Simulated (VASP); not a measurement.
Set up this calculation in VASP 6.6.1, as the native input.

* Task: single point
* Functional: PBE
* Potentials or basis: VASP PAW PBE potentials, release 64 (Zn, B)
* Cutoff: 520 eV
* k mesh: 12 × 12 × 12
* Occupations: gaussian, width 0.1 eV
* Spin: no spin polarisation
* Dipole correction: no
* Further INCAR settings: ALGO = Normal; EDIFF = 1e-06; NBANDS = 28

The structure of Zn3B lies in POSCAR:

```
Zn3B
1.0
    3.7032215362      0.0000000000      0.0000000000
    0.0000000000      3.7032215362      0.0000000000
    0.0000000000      0.0000000000      3.7032215362
Zn B
3 1
Direct
    0.0000000000      0.5000000000      0.5000000000
    0.5000000000      0.0000000000      0.5000000000
    0.5000000000      0.5000000000      0.0000000000
    0.0000000000      0.0000000000      0.0000000000
```

One way to write it, as run:

INCAR

```
SYSTEM = Zn3B
  PREC = Accurate
  ENCUT = 520
  EDIFF = 1E-6
  ISMEAR = 0
  SIGMA = 0.1
  LREAL = .FALSE.
  LASPH = .TRUE.
  NELM = 100
  ALGO = Normal
  ISIF = 2
  LWAVE = .FALSE.
  LCHARG = .TRUE.
  GGA = PE
  LELF = .TRUE.
  LVHAR = .TRUE.
  NBANDS = 28
```

KPOINTS

```
regular mesh
0
G
  12 12 12
  0 0 0
```

Potentials or basis: VASP PAW PBE potentials, release 64 (Zn, B).

Run with:

```sh
$ cat potpaw_PBE.64/Zn/POTCAR potpaw_PBE.64/B/POTCAR > POTCAR
$ mpirun -np 1 vasp_std > vasp.out
```

Results of the run:

```json
{
 "Pressure": "0.5 GPa"
}
```

It took 39 s on 1 thread of Intel(R) Xeon(R) 6975P-C (Granite Rapids) (shared host), peak memory 0.22 GiB.
